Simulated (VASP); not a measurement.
# Cr (Im-3m) in VASP: notebook

Cr is run at these levels: PBE; tasks: single point.

Program: VASP 6.6.1. These are calculated values, not measurements. Logs are shortened: lines on timing, memory, paths and dates and some standing lists are left out, and cuts for length are marked.

## (1) The cell of the first run

Symmetry: Im-3m, No. 229, cubic system. The conventional cell has a = 2.969 Å, b = 2.969 Å, c = 2.969 Å, α = 90.00°, β = 90.00°, γ = 90.00°. Within 3.4 Å of Cr (site symmetry m-3m) lie 14 Cr at 2.57 to 2.97 Å.

## (2) Single point, PBE, collinear spin, ferromagnetic start

Input file INCAR:

```
ALGO     = Normal         # electronic algorithm
EDIFF    = 1E-6           # SCF threshold, eV
ENCUT    = 520            # plane-wave cutoff, eV
GGA      = PE             # functional
ISIF     = 2              # what is computed and relaxed
ISMEAR   = -1             # smearing method
ISPIN    = 2              # spin polarisation
LASPH    = T              # aspherical terms in the spheres
LCHARG   = T              # write CHGCAR
LELF     = T              # ELF
LMAXMIX  = 4              # l up to which the mixer works
LORBIT   = 11             # projections on sites
LREAL    = F              # projectors in reciprocal space
LVHAR    = T            
LWAVE    = F              # write WAVECAR
MAGMOM   = 3 3 3 3        # initial moments
NBANDS   = 36             # bands
NELM     = 150            # most SCF steps
PREC     = Accurate       # precision mode
SIGMA    = 0.05           # smearing width, eV
```

Input file KPOINTS:

```
k-points
0
Gamma
  10 10 5
```

Input file POSCAR:

```
Cr
1.0
    2.9688993551      0.0000000000      0.0000000000
    0.0000000000      2.9688993551      0.0000000000
    0.0000000000      0.0000000000      5.9377987102
Cr
4
Direct
    0.0000000000      0.0000000000      0.0000000000
    0.0000000000      0.0000000000      0.5000000000
    0.5000000000      0.5000000000      0.2500000000
    0.5000000000      0.5000000000      0.7500000000
```

Potentials or basis: VASP PAW PBE potentials, release 64 (Cr_pv).

Launch:

```console
> cat potpaw_PBE.64/Cr_pv/POTCAR > POTCAR
> mpirun -np 1 vasp_std > vasp.out
```

OUTCAR:

```text
EDIFF = 1E-6
   ENCUT = 520
   GGA = PE
   ISIF = 2
   ISMEAR = -1
   ISPIN = 2
   LASPH = T
   LORBIT = 11
   LREAL = F
   NELM = 150
   PREC = Accurate

 ion  position               nearest neighbor table
   1  0.000  0.000  0.000-   3 2.57   4 2.57   3 2.57   4 2.57   3 2.57   4 2.57   3 2.57   4 2.57
                             2 2.97   2 2.97
   2  0.000  0.000  0.500-   3 2.57   4 2.57   3 2.57   4 2.57   3 2.57   4 2.57   3 2.57   4 2.57
                             1 2.97   1 2.97
   3  0.500  0.500  0.250-   1 2.57   2 2.57   1 2.57   2 2.57   1 2.57   2 2.57   1 2.57   2 2.57
                             4 2.97   4 2.97
   4  0.500  0.500  0.750-   1 2.57   2 2.57   1 2.57   2 2.57   1 2.57   2 2.57   1 2.57   2 2.57
                             3 2.97   3 2.97

  LATTYP: Found a simple tetragonal cell.
 ALAT       =     2.9688993551
 C/A-ratio  =     2.0000000000

  Lattice vectors:

 A1 = (   2.9688993551,   0.0000000000,   0.0000000000)
 A2 = (   0.0000000000,   2.9688993551,   0.0000000000)
 A3 = (   0.0000000000,   0.0000000000,   5.9377987102)

Analysis of symmetry for initial positions (statically):
=====================================================================
 Subroutine PRICEL returns following result:

  LATTYP: Found a body centered cubic cell.
 ALAT       =     2.9688993551

  Lattice vectors:

 A1 = (   1.4844496776,   1.4844496776,  -1.4844496775)
 A2 = (  -1.4844496776,   1.4844496775,   1.4844496775)
 A3 = (   1.4844496776,  -1.4844496775,   1.4844496776)

   4 primitive cells build up your supercell.

 Routine SETGRP: Setting up the symmetry group for a
 simple tetragonal supercell.

 Subroutine GETGRP returns: Found 16 space group operations
 (whereof 16 operations were pure point group operations)
 out of a pool of 16 trial point group operations.

The static configuration has the point symmetry D_4h.

Analysis of symmetry for dynamics (positions and initial velocities):
=====================================================================
 Subroutine PRICEL returns following result:

  LATTYP: Found a body centered cubic cell.
 ALAT       =     2.9688993551

  Lattice vectors:

 A1 = (   1.4844496776,   1.4844496776,  -1.4844496775)
 A2 = (  -1.4844496776,   1.4844496775,   1.4844496775)
 A3 = (   1.4844496776,  -1.4844496775,   1.4844496776)

   4 primitive cells build up your supercell.

 Routine SETGRP: Setting up the symmetry group for a
 simple tetragonal supercell.

 Subroutine GETGRP returns: Found 16 space group operations
 (whereof 16 operations were pure point group operations)
 out of a pool of 16 trial point group operations.

The dynamic configuration has the point symmetry D_4h.

Analysis of structural, dynamic, and magnetic symmetry:
=====================================================================
 Subroutine PRICEL returns following result:

  LATTYP: Found a body centered cubic cell.
 ALAT       =     2.9688993551

  Lattice vectors:

 A1 = (   1.4844496776,   1.4844496776,  -1.4844496775)
 A2 = (  -1.4844496776,   1.4844496775,   1.4844496775)
 A3 = (   1.4844496776,  -1.4844496775,   1.4844496776)

   4 primitive cells build up your supercell.

 Routine SETGRP: Setting up the symmetry group for a
 simple tetragonal supercell.

 Subroutine GETGRP returns: Found 16 space group operations
 (whereof 16 operations were pure point group operations)
 out of a pool of 16 trial point group operations.

The overall configuration has the point symmetry D_4h.

 Subroutine INISYM returns: Found 16 space group operations
 (whereof 16 operations are pure point group operations),
 and found     4 'primitive' translations

----------------------------------------------------------------------------------------

                                     Primitive cell

  volume of cell :      13.0845

  direct lattice vectors                    reciprocal lattice vectors
     1.484449678  1.484449678 -1.484449678     0.336825160  0.336825160  0.000000000
    -1.484449678  1.484449678  1.484449678    -0.000000000  0.336825160  0.336825160
     1.484449678 -1.484449678  1.484449678     0.336825160  0.000000000  0.336825160

  length of vectors
     2.571142263  2.571142263  2.571142263     0.476342709  0.476342709  0.476342709

  position of ions in fractional coordinates (direct lattice)
     0.000000000  0.000000000  0.000000000

  ion indices of the primitive-cell ions
   primitive index   ion index
                 1           1

----------------------------------------------------------------------------------------

 KPOINTS: k-points

Automatic generation of k-mesh.
 Grid dimensions read from file:
 generate k-points for:   10   10    5

 Generating k-lattice:

  Cartesian coordinates                     Fractional coordinates (reciprocal lattice)
     0.033682516  0.000000000  0.000000000     0.100000000  0.000000000  0.000000000
     0.000000000  0.033682516  0.000000000     0.000000000  0.100000000  0.000000000
     0.000000000  0.000000000  0.033682516     0.000000000  0.000000000  0.200000000

  Length of vectors
     0.033682516  0.033682516  0.033682516

  Shift w.r.t. Gamma in fractional coordinates (k-lattice)
     0.000000000  0.000000000  0.000000000

 Subroutine IBZKPT returns following result:
 ===========================================

 Found     63 irreducible k-points:

 Following reciprocal coordinates:
            Coordinates               Weight
  0.000000  0.000000  0.000000      1.000000
  0.100000  0.000000  0.000000      4.000000
  0.200000  0.000000  0.000000      4.000000
  0.300000  0.000000  0.000000      4.000000
  0.400000  0.000000  0.000000      4.000000
  0.500000  0.000000  0.000000      2.000000
[... 16 lines left out ...]
  0.100000  0.000000  0.200000      8.000000
  0.200000  0.000000  0.200000      8.000000
 [... further k-points ...]
   k-points           NKPTS =     63   k-points in BZ     NKDIM =     63   number of bands    NBANDS=     36
   number of dos      NEDOS =    301   number of ions     NIONS =      4
   total plane-waves  NPLWV =  27648
   dimension x,y,z NGX =    24 NGY =   24 NGZ =   48
   dimension x,y,z NGXF=    48 NGYF=   48 NGZF=   96
   ions per type =               4
   NGX,Y,Z   is equivalent  to a cutoff of  13.44, 13.44, 13.44 a.u.
   NGXF,Y,Z  is equivalent  to a cutoff of  26.88, 26.88, 26.88 a.u.
 SYSTEM =  unknown system
   PREC   = accura    normal or accurate (medium, high low for compatibility)
   ISTART =      0    job   : 0-new  1-cont  2-samecut
   ICHARG =      2    charge: 1-file 2-atom 10-const
   ISPIN  =      2    spin polarized calculation?
   LNONCOLLINEAR =      F non collinear calculations
   LSORBIT =      F    spin-orbit coupling
   LASPH  =      T    aspherical Exc in radial PAW
   ENCUT  =  520.0 eV  38.22 Ry    6.18 a.u.   5.52  5.52 11.04*2*pi/ulx,y,z
   NELM   =    150;   NELMIN=  2; NELMDL= -5     # of ELM steps
   EDIFF  = 0.1E-05   stopping-criterion for ELM
   LREAL  =      F    real-space projection
[... 7 lines left out ...]
   TEBEG  =    0.0;   TEEND  =   0.0 temperature during run
   PSTRESS=    0.0 pullay stress
   NELECT =      48.0000    total number of electrons
   NUPDOWN=      -1.0000    fix difference up-down
   EMIN   =  10.00;   EMAX   =-10.00  energy-range for DOS
   EFERMI =   0.00;   METHOD = LEGACY
   ISMEAR =    -1;   SIGMA  =   0.05  broadening in eV -4-tet -1-fermi 0-gaus
   EFERMI_NEDOS =   21; number of points for ismear=-14 and -15
   IALGO  =     38    algorithm
   IMIX   =      4    mixing-type and parameters
     AMIX     =   0.40;   BMIX     =  1.00
     AMIX_MAG =   1.60;   BMIX_MAG =  1.00
  volume/ion in A,a.u.               =      13.08        88.30
  Fermi-wavevector in a.u.,A,eV,Ry     =   1.590559  3.005721 34.421077  2.529878
  Thomas-Fermi vector in A             =   2.689235
   LORBIT       =     11    0 simple, 1 ext, 2 COOP (PROOUT), +10 PAW based schemes
   GGA     = PE    functional components
   LHFCALC =     F    Hartree Fock is set to
   AEXX    =    0.0000 exact exchange contribution
   IVDW    =     0    specifies the selected vdW correction
   LEPSILON=     F    determine dielectric tensor
   LRPA    =     F    only Hartree local field effects (RPA)
 spin polarized calculation
  energy-cutoff  :      520.00
  volume of cell :       52.34
 maximum number of plane-waves:      1447
 NGX is ok and might be reduce to    24
   NGX = 11   NGY = 11   NGZ = 23

 number of electron      48.0000032 magnetization      -0.0013000

 number of electron      48.0000032 magnetization       0.0009894

 Free energy of the ion-electron system (eV)
  ---------------------------------------------------
  ext. energy  EPLUGINS =         0.00000000
  ---------------------------------------------------
  free energy    TOTEN  =       -37.53422222 eV

  energy without entropy =      -37.50877306  energy(sigma->0) =      -37.52149764

 E-fermi :   9.2767     XC(G=0): -12.9665

 val. band max:        9.2743169924   @ k =   0.1000   0.1000   0.4000
 cond. band min:       9.2957221143   @ k =   0.4000   0.1000   0.2000
 fundamental gap:      0.0214051219
 Fermi energy:         9.2766914364

 spin component 1

 k-point     1 :       0.0000    0.0000    0.0000
  band No.  band energies     occupation
      1     -34.0253      1.00000
      2     -34.0253      1.00000
      3     -34.0253      1.00000
      4     -33.9187      1.00000
      5     -33.9187      1.00000
      6     -33.8044      1.00000
[... 28 lines left out ...]
     35      11.3670      0.00000
     36      16.3240      0.00000

 k-point     2 :       0.1000    0.0000    0.0000
  band No.  band energies     occupation
      1     -34.0250      1.00000
      2     -34.0142      1.00000
      3     -34.0142      1.00000
      4     -33.9733      1.00000
      5     -33.9733      1.00000
      6     -33.8035      1.00000
[... 28 lines left out ...]
     35      11.3923      0.00000
     36      16.3200      0.00000
[... 817 lines left out ...]
     35      12.4550      0.00000
     36      16.3236      0.00000

 k-point    24 :       0.2000    0.0000    0.2000
  band No.  band energies     occupation
      1     -34.0976      1.00000
      2     -34.0541      1.00000
      3     -33.9934      1.00000
      4     -33.9729      1.00000
      5     -33.9412      1.00000
      6     -33.8554      1.00000
[... 28 lines left out ...]
     35      12.7317      0.00000
     36      16.1221      0.00000

 [... further k-points ...]

 spin component 2

 k-point     1 :       0.0000    0.0000    0.0000
  band No.  band energies     occupation
      1     -34.0251      1.00000
      2     -34.0251      1.00000
      3     -34.0251      1.00000
      4     -33.9185      1.00000
      5     -33.9185      1.00000
      6     -33.8042      1.00000
[... 28 lines left out ...]
     35      11.3670      0.00000
     36      16.3249      0.00000

 k-point     2 :       0.1000    0.0000    0.0000
  band No.  band energies     occupation
      1     -34.0247      1.00000
      2     -34.0140      1.00000
      3     -34.0140      1.00000
      4     -33.9731      1.00000
      5     -33.9731      1.00000
      6     -33.8033      1.00000
[... 28 lines left out ...]
     35      11.3924      0.00000
     36      16.3239      0.00000
[... 817 lines left out ...]
     35      12.4551      0.00000
     36      16.3237      0.00000

 k-point    24 :       0.2000    0.0000    0.2000
  band No.  band energies     occupation
      1     -34.0974      1.00000
      2     -34.0539      1.00000
      3     -33.9932      1.00000
      4     -33.9727      1.00000
      5     -33.9410      1.00000
      6     -33.8552      1.00000
[... 28 lines left out ...]
     35      12.7318      0.00000
     36      16.1193      0.00000

 [... further k-points ...]

------------------------ aborting loop because EDIFF is reached ----------------------------------------

  FORCE on cell =-STRESS in cart. coord.  units (eV):
  Direction    XX          YY          ZZ          XY          YZ          ZX
  --------------------------------------------------------------------------------------
  -------------------------------------------------------------------------------------
  Total       -8.1452988     -8.1452988     -8.1453047      0.0000000      0.0000000     -0.0000000
  in kB     -249.3452977   -249.3452977   -249.3454790      0.0000000      0.0000000     -0.0000000
  external PRESSURE =    -249.3453581 kB  Pullay stress =       0.0000000 kB

 VOLUME and BASIS-vectors are now :
 -----------------------------------------------------------------------------
  energy-cutoff  :      520.00
  volume of cell :       52.34
      direct lattice vectors                 reciprocal lattice vectors
     2.968899355  0.000000000  0.000000000     0.336825160  0.000000000  0.000000000
     0.000000000  2.968899355  0.000000000     0.000000000  0.336825160  0.000000000
     0.000000000  0.000000000  5.937798710     0.000000000  0.000000000  0.168412580

 POSITION                                       TOTAL-FORCE (eV/Angst)
 -----------------------------------------------------------------------------------
      0.00000      0.00000      0.00000        -0.000000     -0.000000     -0.000000
      0.00000      0.00000      2.96890         0.000000      0.000000      0.000000
      1.48445      1.48445      1.48445        -0.000000     -0.000000     -0.000000
      1.48445      1.48445      4.45335        -0.000000      0.000000      0.000000
 -----------------------------------------------------------------------------------
    total drift:                                0.000000     -0.000000     -0.000000

  FREE ENERGIE OF THE ION-ELECTRON SYSTEM (eV)
  ---------------------------------------------------
  free  energy   TOTEN  =       -37.5342222199 eV

  energy  without entropy=      -37.5087730592  energy(sigma->0) =      -37.52149764

 total charge

# of ion       s       p       d       tot
------------------------------------------
    1        0.397   6.332   4.083  10.812
    2        0.397   6.332   4.083  10.812
    3        0.397   6.332   4.083  10.812
    4        0.397   6.332   4.083  10.812
--------------------------------------------------
tot          1.588  25.330  16.331  43.248

 magnetization (x)

# of ion       s       p       d       tot
------------------------------------------
    1        0.000   0.000   0.000   0.000
    2        0.000   0.000   0.000   0.000
    3        0.000   0.000   0.000   0.000
    4        0.000   0.000   0.000   0.000
--------------------------------------------------
tot          0.000   0.000   0.000   0.000
```

It took 76 s on 1 thread of Intel Xeon 6975P-C (Granite Rapids), shared host; peak memory 0.29 GiB.

What came out:

```
Free energy                                           : -37.5342 eV
Pressure                                              : -24.9 GPa
Band gap on the k mesh                                : zero (filled and empty bands overlap)
Net moment                                            : 0.00 μB per cell
Valence electrons inside the program's atomic spheres : Cr 10.81
```

Levels at points of the mesh, in eV from the Fermi level:
Spin up:
```csv
k point,band 21,band 22,band 23,band 24,band 25,band 26,band 27,band 28
"(0.00, 0.00, 0.00)",-0.76,-0.76,-0.34,-0.34,-0.34,-0.34,0.58,0.58
"(0.50, 0.00, 0.00)",-0.34,-0.34,-0.34,-0.34,0.58,0.58,0.88,0.88
"(0.50, 0.50, 0.00)",-2.02,-2.02,0.88,0.88,0.96,0.96,1.25,1.25
```
Spin down:
```tsv
k point	band 20	band 21	band 22	band 23	band 24	band 25	band 26	band 27	band 28	band 29
(0.00, 0.00, 0.00)	-0.76	-0.76	-0.76	-0.34	-0.34	-0.34	-0.34	0.58	0.58	0.98
(0.50, 0.00, 0.00)	-1.44	-0.34	-0.34	-0.34	-0.34	0.58	0.58	0.88	0.88	0.96
(0.50, 0.50, 0.00)	-2.02	-2.02	-2.02	0.88	0.88	0.96	0.96	1.25	1.25	1.30
```

Caveat: the cell stands under tension; the moments typed at the start vanished in this run.

(Part 1 of 2 ends here.)

The gap in the log of VASP goes by the Fermi energy; the results here count the filled bands.